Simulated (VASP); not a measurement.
Here is a VASP 6.6.1 calculation.

The input INCAR:

```
SYSTEM = Ta12F
PREC = Accurate
ENCUT = 520
EDIFF = 1E-6
ISMEAR = 0
SIGMA = 0.1
LREAL = .FALSE.
LASPH = .TRUE.
NELM = 200
ALGO = Normal
ISIF = 2
LWAVE = .FALSE.
LCHARG = .FALSE.
ISPIN = 2
MAGMOM = 0 0 0 0 0 0 0 0 0 0 0 0 1
LORBIT = 11
LMAXMIX = 4
LDIPOL = .TRUE.
IDIPOL = 3
DIPOL = 0.5 0.5 0.305
NBANDS = 86
GGA_COMPAT = .FALSE.
NELMDL = -8
KPAR = 4
```

File KPOINTS:

```
regular mesh
0
G
  5 5 1
  0 0 0
```

File POSCAR:

```
Ta12F
1.0
    5.6341016702      0.0000000000      0.0000000000
   -1.8780338901      5.3118819959      0.0000000000
    0.0000000000      0.0000000000     21.4444204585
Ta F
12 1
Direct
    0.2500000000      0.2500000000      0.1865287060
    0.2500000000      0.7500000000      0.1865287060
    0.7500000000      0.2500000000      0.1865287060
    0.7500000000      0.7500000000      0.1865287060
    0.0000000000      0.0000000000      0.2901575821
    0.0000000000      0.5000000000      0.2901575821
    0.5000000000      0.0000000000      0.2901575821
    0.5000000000      0.5000000000      0.2901575821
    0.2500000000      0.2500000000      0.3937817054
    0.2500000000      0.7500000000      0.3937817054
    0.7500000000      0.2500000000      0.3937817054
    0.7500000000      0.7500000000      0.3937817054
    0.3333333333      0.3333333333      0.4772533013
```

Potentials or basis: VASP PAW LDA potentials, release 64 (Ta_pv, F).

Command:

```bash
$ cat potpaw_LDA.64/Ta_pv/POTCAR potpaw_LDA.64/F/POTCAR > POTCAR
$ mpirun -np 4 vasp_std > vasp.out
```

Q: Predict the net moment.

A: 0.00 μB per cell.

Q: What does it give for the largest force?

A: 1.457 eV/Å.

Forces on the atoms (eV/Å):
```
Ta  -0.024 -0.034 -0.032
Ta  -0.003  0.036 -0.044
Ta   0.035  0.009 -0.044
Ta   0.042  0.060 -0.041
Ta  -0.287 -0.405 -0.538
Ta   0.003 -0.032  0.075
Ta  -0.031 -0.008  0.075
Ta   0.155  0.219 -0.137
Ta  -0.572 -0.808  0.468
Ta  -0.377  0.185 -0.305
Ta   0.300 -0.294 -0.305
Ta   0.367  0.519 -0.462
F    0.391  0.553  1.290
```
